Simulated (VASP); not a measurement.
# SrO (R-3m) in VASP: notebook

SrO is run at these levels: r2SCAN; tasks: single point.

Program: VASP 6.6.1. These are calculated values, not measurements. Logs are shortened: lines on timing, memory, paths and dates and some standing lists are left out, and cuts for length are marked.

## (1) The cell of the first run

It takes space group R-3m (No. 166, trigonal). The conventional cell has a = 3.649 Å, b = 3.649 Å, c = 9.168 Å, α = 90.00°, β = 90.00°, γ = 120.00°. Sr (site symmetry -3m) has 6 O at 2.60 Å within 3.4 Å. Within 3.4 Å of O (site symmetry -3m) lie 6 Sr at 2.60 Å.

## (2) Single point, r2SCAN (strain along [111] +2.6%)

Contents of POSCAR:

```
SrO
1.0
    0.0445461413      2.6244384936      2.6244384936
    2.6244384936      0.0445461413      2.6244384936
    2.6244384936      2.6244384936      0.0445461413
Sr O
1 1
Direct
    0.0000000000      0.0000000000      0.0000000000
    0.5000000000      0.5000000000      0.5000000000
```

Contents of INCAR.step1:

```
  ALGO = Normal
  EDIFF = 1E-4
  ENCUT = 520
  GGA = PE
  ISMEAR = 0
  LASPH = T
  LCHARG = F
  LREAL = F
  LWAVE = T
  NBANDS = 15
  NELM = 80
  PREC = Accurate
  SIGMA = 0.01
```

Contents of INCAR.step2:

```
  ALGO = Normal
  EDIFF = 1E-6
  ENCUT = 520
  ISIF = 2
  ISMEAR = 0
  ISTART = 1
  LASPH = T
  LCHARG = F
  LMIXTAU = T
  LREAL = F
  LWAVE = F
  METAGGA = R2SCAN
  NBANDS = 15
  NELM = 80
  PREC = Accurate
  SIGMA = 0.01
```

Contents of KPOINTS:

```
k-points
0
Gamma
  8 8 8
```

Potentials or basis: VASP PAW PBE potentials, release 64 (Sr_sv, O).

Run with:

```console
$ cat potpaw_PBE.64/Sr_sv/POTCAR potpaw_PBE.64/O/POTCAR > POTCAR
$ cp INCAR.step1 INCAR
$ mpirun -np 1 vasp_std > vasp.out
$ cp INCAR.step2 INCAR
$ mpirun -np 1 vasp_std > vasp.out
```

OUTCAR:

```text
EDIFF = 1E-6
   ENCUT = 520
   ISIF = 2
   ISMEAR = 0
   ISTART = 1
   LASPH = T
   LREAL = F
   METAGGA = R2SCAN
   NELM = 80
   PREC = Accurate

 ion  position               nearest neighbor table
   1  0.000  0.000  0.000-   2 2.60   2 2.60   2 2.60   2 2.60   2 2.60   2 2.60
   2  0.500  0.500  0.500-   1 2.60   1 2.60   1 2.60   1 2.60   1 2.60   1 2.60

  LATTYP: Found a trigonal (rhomboedric) cell.
 ALAT       =     3.7117838262
 COS(alpha) =     0.5168991293

  Lattice vectors:

 A1 = (   0.0445461413,   2.6244384936,   2.6244384936)
 A2 = (   2.6244384936,   0.0445461413,   2.6244384936)
 A3 = (   2.6244384936,   2.6244384936,   0.0445461413)

Analysis of symmetry for initial positions (statically):
=====================================================================
 Subroutine PRICEL returns:
 Original cell was already a primitive cell.

 Routine SETGRP: Setting up the symmetry group for a
 trigonal (rhombohedral) supercell.

 Subroutine GETGRP returns: Found 12 space group operations
 (whereof 12 operations were pure point group operations)
 out of a pool of 12 trial point group operations.

The static configuration has the point symmetry D_3d.

Analysis of symmetry for dynamics (positions and initial velocities):
=====================================================================
 Subroutine PRICEL returns:
 Original cell was already a primitive cell.

 Routine SETGRP: Setting up the symmetry group for a
 trigonal (rhombohedral) supercell.

 Subroutine GETGRP returns: Found 12 space group operations
 (whereof 12 operations were pure point group operations)
 out of a pool of 12 trial point group operations.

The dynamic configuration has the point symmetry D_3d.

 Subroutine INISYM returns: Found 12 space group operations
 (whereof 12 operations are pure point group operations),
 and found     1 'primitive' translations

----------------------------------------------------------------------------------------

                                     Primitive cell

  volume of cell :      35.2322

  direct lattice vectors                    reciprocal lattice vectors
     0.044546141  2.624438494  2.624438494    -0.195437491  0.192175581  0.192175581
     2.624438494  0.044546141  2.624438494     0.192175581 -0.195437491  0.192175581
     2.624438494  2.624438494  0.044546141     0.192175581  0.192175581 -0.195437491

  length of vectors
     3.711783826  3.711783826  3.711783826     0.334751730  0.334751730  0.334751730

  position of ions in fractional coordinates (direct lattice)
     0.000000000  0.000000000  0.000000000
     0.500000000  0.500000000  0.500000000

  ion indices of the primitive-cell ions
   primitive index   ion index
                 1           1
                 2           2

----------------------------------------------------------------------------------------

 KPOINTS: k-points

Automatic generation of k-mesh.
 Grid dimensions read from file:
 generate k-points for:    8    8    8

 Generating k-lattice:

  Cartesian coordinates                     Fractional coordinates (reciprocal lattice)
    -0.024429686  0.024021948  0.024021948     0.125000000  0.000000000  0.000000000
     0.024021948 -0.024429686  0.024021948     0.000000000  0.125000000  0.000000000
     0.024021948  0.024021948 -0.024429686     0.000000000  0.000000000  0.125000000

  Length of vectors
     0.041843966  0.041843966  0.041843966

  Shift w.r.t. Gamma in fractional coordinates (k-lattice)
     0.000000000  0.000000000  0.000000000

 Subroutine IBZKPT returns following result:
 ===========================================

 Found     65 irreducible k-points:

 Following reciprocal coordinates:
            Coordinates               Weight
  0.000000  0.000000  0.000000      1.000000
  0.125000  0.000000  0.000000      6.000000
  0.250000  0.000000  0.000000      6.000000
  0.375000  0.000000  0.000000      6.000000
  0.500000  0.000000  0.000000      3.000000
  0.125000  0.125000  0.000000      6.000000
[... 16 lines left out ...]
  0.250000  0.125000  0.125000      6.000000
  0.375000  0.125000  0.125000      6.000000
 [... further k-points ...]
   k-points           NKPTS =     65   k-points in BZ     NKDIM =     65   number of bands    NBANDS=     15
   number of dos      NEDOS =    301   number of ions     NIONS =      2
   total plane-waves  NPLWV =  21952
   dimension x,y,z NGX =    28 NGY =   28 NGZ =   28
   dimension x,y,z NGXF=    56 NGYF=   56 NGZF=   56
   ions per type =               1   1
   NGX,Y,Z   is equivalent  to a cutoff of  12.54, 12.54, 12.54 a.u.
   NGXF,Y,Z  is equivalent  to a cutoff of  25.08, 25.08, 25.08 a.u.
 SYSTEM =  unknown system
   PREC   = accura    normal or accurate (medium, high low for compatibility)
   ISTART =      1    job   : 0-new  1-cont  2-samecut
   ICHARG =      0    charge: 1-file 2-atom 10-const
   ISPIN  =      1    spin polarized calculation?
   LNONCOLLINEAR =      F non collinear calculations
   LSORBIT =      F    spin-orbit coupling
   LASPH  =      T    aspherical Exc in radial PAW
   ENCUT  =  520.0 eV  38.22 Ry    6.18 a.u.   6.90  6.90  6.90*2*pi/ulx,y,z
   NELM   =     80;   NELMIN=  2; NELMDL=  0     # of ELM steps
   EDIFF  = 0.1E-05   stopping-criterion for ELM
   LREAL  =      F    real-space projection
   EDIFFG = 0.1E-04   stopping-criterion for IOM
   NSW    =      0    number of steps for IOM
   IBRION =     -1    ionic relax: 0-MD 1-quasi-New 2-CG
   NFREE  =      0    steps in history (QN), initial steepest desc. (CG)
   ISIF   =      2    stress and relaxation
   ISYM   =      2    0-nonsym 1-usesym 2-fastsym
   POTIM  = 0.5000    time-step for ionic-motion
   TEBEG  =    0.0;   TEEND  =   0.0 temperature during run
   PSTRESS=    0.0 pullay stress
   NELECT =      16.0000    total number of electrons
   NUPDOWN=      -1.0000    fix difference up-down
   EMIN   =  10.00;   EMAX   =-10.00  energy-range for DOS
   EFERMI =   0.00;   METHOD = LEGACY
   ISMEAR =     0;   SIGMA  =   0.01  broadening in eV -4-tet -1-fermi 0-gaus
   EFERMI_NEDOS =   21; number of points for ismear=-14 and -15
   IALGO  =     38    algorithm
   IMIX   =      4    mixing-type and parameters
     AMIX     =   0.40;   BMIX     =  1.00
     AMIX_MAG =   1.60;   BMIX_MAG =  1.00
  volume/ion in A,a.u.               =      17.62       118.88
  Fermi-wavevector in a.u.,A,eV,Ry     =   1.258350  2.377937 21.544084  1.583446
  Thomas-Fermi vector in A             =   2.391964
   LORBIT       =      0    0 simple, 1 ext, 2 COOP (PROOUT), +10 PAW based schemes
   METAGGA = R2SCAN    functional components
   LHFCALC =     F    Hartree Fock is set to
   AEXX    =    0.0000 exact exchange contribution
   IVDW    =     0    specifies the selected vdW correction
   LEPSILON=     F    determine dielectric tensor
   LRPA    =     F    only Hartree local field effects (RPA)
 non-spin polarized calculation
 Gauss-broadening in eV      SIGMA  =   0.01
  energy-cutoff  :      520.00
  volume of cell :       35.23
 maximum number of plane-waves:       960
   NGX = 13   NGY = 13   NGZ = 13

 number of electron      16.0000000 magnetization

 Free energy of the ion-electron system (eV)
  ---------------------------------------------------
  ext. energy  EPLUGINS =         0.00000000
  ---------------------------------------------------
  free energy    TOTEN  =       -27.04726859 eV

  energy without entropy =      -27.04726859  energy(sigma->0) =      -27.04726859

 E-fermi :   1.2418     XC(G=0): -10.4029

 val. band max:        1.2017752989   @ k =   0.0000   0.0000   0.0000
 cond. band min:       4.9353085580   @ k =   0.5000   0.5000   0.0000
 fundamental gap:      3.7335332591
 Fermi energy:         1.2418461054

 k-point     1 :       0.0000    0.0000    0.0000
  band No.  band energies     occupation
      1     -32.4310      2.00000
      2     -14.8029      2.00000
      3     -13.4922      2.00000
      4     -13.4861      2.00000
      5     -13.4861      2.00000
      6       1.1435      2.00000
      7       1.2018      2.00000
      8       1.2018      2.00000
      9       5.5677      0.00000
     10       7.6791      0.00000
     11       7.9682      0.00000
     12       7.9682      0.00000
     13      10.1203      0.00000
     14      10.1203      0.00000
     15      14.2961      0.00000

 k-point     2 :       0.1250    0.0000    0.0000
  band No.  band energies     occupation
      1     -32.4133      2.00000
      2     -15.0863      2.00000
      3     -13.5009      2.00000
      4     -13.4990      2.00000
      5     -13.2485      2.00000
      6       0.7761      2.00000
      7       0.9611      2.00000
      8       1.0232      2.00000
      9       6.2438      0.00000
     10       7.7433      0.00000
     11       8.0243      0.00000
     12       8.2797      0.00000
     13      10.5074      0.00000
     14      10.5074      0.00000
     15      15.3128      0.00000

 k-point     3 :       0.2500    0.0000    0.0000
  band No.  band energies     occupation
      1     -32.3703      2.00000
      2     -15.5766      2.00000
      3     -13.5300      2.00000
      4     -13.5235      2.00000
      5     -12.8683      2.00000
      6      -0.0073      2.00000
      7       0.5471      2.00000
      8       0.6327      2.00000
      9       7.6160      0.00000
     10       7.7822      0.00000
     11       8.8419      0.00000
     12       9.1261      0.00000
     13      11.4792      0.00000
     14      11.4834      0.00000
     15      17.2927      0.00000
[... 343 lines left out ...]
 k-point    23 :       0.2500    0.1250    0.1250
  band No.  band energies     occupation
      1     -32.3902      2.00000
      2     -15.3697      2.00000
      3     -13.5907      2.00000
      4     -13.4907      2.00000
      5     -12.9825      2.00000
      6       0.2312      2.00000
      7       0.6992      2.00000
      8       1.0188      2.00000
      9       6.9802      0.00000
     10       7.4299      0.00000
     11       8.4966      0.00000
     12       8.9932      0.00000
     13      10.8667      0.00000
     14      11.2900      0.00000
     15      16.4946      0.00000

 k-point    24 :       0.3750    0.1250    0.1250
  band No.  band energies     occupation
      1     -32.3472      2.00000
      2     -15.7120      2.00000
      3     -13.6742      2.00000
      4     -13.5222      2.00000
      5     -12.7370      2.00000
      6      -0.3021      2.00000
      7       0.3665      2.00000
      8       0.6978      2.00000
      9       7.5713      0.00000
     10       8.1849      0.00000
     11       9.2973      0.00000
     12       9.8546      0.00000
     13      11.9679      0.00000
     14      12.2897      0.00000
     15      17.6382      0.00000

 [... further k-points ...]
[... 5 lines left out ...]
  --------------------------------------------------------------------------------------
  -------------------------------------------------------------------------------------
  Total       -0.4056997     -0.4056997     -0.4056997     -0.2190313     -0.2190313     -0.2190313
  in kB      -18.4491140    -18.4491140    -18.4491140     -9.9604038     -9.9604038     -9.9604038
  external PRESSURE =     -18.4491140 kB  Pullay stress =       0.0000000 kB

 VOLUME and BASIS-vectors are now :
 -----------------------------------------------------------------------------
  energy-cutoff  :      520.00
  volume of cell :       35.23
      direct lattice vectors                 reciprocal lattice vectors
     0.044546141  2.624438494  2.624438494    -0.195437491  0.192175581  0.192175581
     2.624438494  0.044546141  2.624438494     0.192175581 -0.195437491  0.192175581
     2.624438494  2.624438494  0.044546141     0.192175581  0.192175581 -0.195437491

 POSITION                                       TOTAL-FORCE (eV/Angst)
 -----------------------------------------------------------------------------------
      0.00000      0.00000      0.00000        -0.000000      0.000000     -0.000000
      2.64671      2.64671      2.64671         0.000000     -0.000000      0.000000
 -----------------------------------------------------------------------------------
    total drift:                                0.000000      0.000000      0.000000

  FREE ENERGIE OF THE ION-ELECTRON SYSTEM (eV)
  ---------------------------------------------------
  free  energy   TOTEN  =       -27.0472685858 eV

  energy  without entropy=      -27.0472685858  energy(sigma->0) =      -27.04726859
```

It took 2.5 min on 1 thread of Intel Xeon 8259CL, shared host; peak memory 0.18 GiB.

What came out:

```
Free energy            : -27.0473 eV
Pressure               : -1.8 GPa
Band gap on the k mesh : 3.73 eV (least direct gap 3.84 eV)
```

Stress tensor (GPa, compression positive):
```
-1.84 -1.00 -1.00
-1.00 -1.84 -1.00
-1.00 -1.00 -1.84
```

Caveat: the cell differs from its parent crystal (strain along [111] +2.6%); the PAW data sets were made with another functional, which shifts forces and pressure a little. A k mesh can miss the band edges.

## (3) Single point, r2SCAN (epitaxial 111 strain +2.6%)

Contents of POSCAR:

```
SrO
1.0
   -0.0761832584      2.5713022736      2.5713022736
    2.5713022736     -0.0761832584      2.5713022736
    2.5713022736      2.5713022736     -0.0761832584
Sr O
1 1
Direct
    0.0000000000      0.0000000000      0.0000000000
    0.5000000000      0.5000000000      0.5000000000
```

Contents of INCAR.step1:

```
SYSTEM = SrO
  ALGO = Normal
  EDIFF = 1E-4
  ENCUT = 520
  GGA = PE
  ISMEAR = 0
  LASPH = .True.
  LCHARG = .False.
  LREAL = .False.
  LWAVE = .True.
  NBANDS = 15
  NELM = 80
  PREC = Accurate
  SIGMA = 0.01
```

Contents of INCAR.step2:

```
SYSTEM = SrO
  ALGO = Normal
  EDIFF = 1E-6
  ENCUT = 520
  ISIF = 2
  ISMEAR = 0
  ISTART = 1
  LASPH = .True.
  LCHARG = .False.
  LMIXTAU = .True.
  LREAL = .False.
  LWAVE = .False.
  METAGGA = R2SCAN
  NBANDS = 15
  NELM = 80
  PREC = Accurate
  SIGMA = 0.01
```

Contents of KPOINTS:

```
k-points
0
Gamma
  8 8 8
  0 0 0
```

Potentials or basis: VASP PAW PBE potentials, release 64 (Sr_sv, O).

Run with:

```console
$ cat potpaw_PBE.64/Sr_sv/POTCAR potpaw_PBE.64/O/POTCAR > POTCAR
$ cp INCAR.step1 INCAR
$ mpirun -np 1 vasp_std > vasp.out
$ cp INCAR.step2 INCAR
$ mpirun -np 1 vasp_std > vasp.out
```

Wall time 2.9 min (1 thread of Intel Xeon 8259CL, shared host); peak memory 0.19 GiB.

Results (log left out):

- Free energy: -27.0342 eV
- Pressure: -2.6 GPa
- Band gap on the k mesh: 3.69 eV (least direct gap 3.83 eV)

Stress tensor (GPa, compression positive):
```
-2.55  1.50  1.50
 1.50 -2.55  1.50
 1.50  1.50 -2.55
```

Levels at points of the mesh, in eV from the valence-band top:
| k point | band 5 | band 6 | band 7 | band 8 | band 9 | band 10 | band 11 | band 12 |
| --- | --- | --- | --- | --- | --- | --- | --- | --- |
| (0.00, 0.00, 0.00) | -14.78 | -0.09 | -0.09 | 0.00 | 4.26 | 6.41 | 6.41 | 6.99 |
| (0.50, 0.00, 0.00) | -13.75 | -2.10 | -1.16 | -0.97 | 6.77 | 8.64 | 8.80 | 9.40 |
| (0.50, 0.50, 0.00) | -15.07 | -0.57 | -0.22 | -0.14 | 3.69 | 8.09 | 10.51 | 10.66 |
| (0.50, 0.50, 0.50) | -13.88 | -2.10 | -1.23 | -1.23 | 6.94 | 8.72 | 9.35 | 9.35 |

Caveat: the cell differs from its parent crystal (epitaxial 111 strain +2.6%); the PAW data sets were made with another functional, which shifts forces and pressure a little. A k mesh can miss the band edges.
